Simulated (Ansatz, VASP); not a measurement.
GaGe in VASP and in Ansatz

```
CELL_PARAMETERS angstrom
3.37036 0.00000 0.00000
0.00000 3.37036 0.00000
0.00000 0.00000 3.37036
ATOMIC_POSITIONS crystal
Ga 0.00000 0.00000 0.00000
Ge 0.50000 0.50000 0.50000
```

Alike in both runs: functional PBE; k mesh 6 × 6 × 6; occupations gaussian, width 0.1 eV; no spin polarisation.

Ansatz relaxed the structure, and its values are those at the end. VASP's run is a single point on that final structure, the one shown.

```csv
,VASP,Ansatz
version,VASP 6.6.1,Ansatz 0.2.0
potentials or method,"VASP PAW PBE potentials, release 64 (Ga_d, Ge_d), cutoff 500 eV","scalar-relativistic, plane waves, PAW"
valence electrons in the cell,27,27
```

```tsv
	VASP	Ansatz	Ansatz less VASP
gap on the k mesh at the Fermi level (eV)	none	none	-
pressure (GPa)	-0.5	-0.4	+0.11
```

A gap of «none» marks a metal or a gap that the smearing closes. With one functional, cell and mesh, what is left measures potentials, basis and numerics.
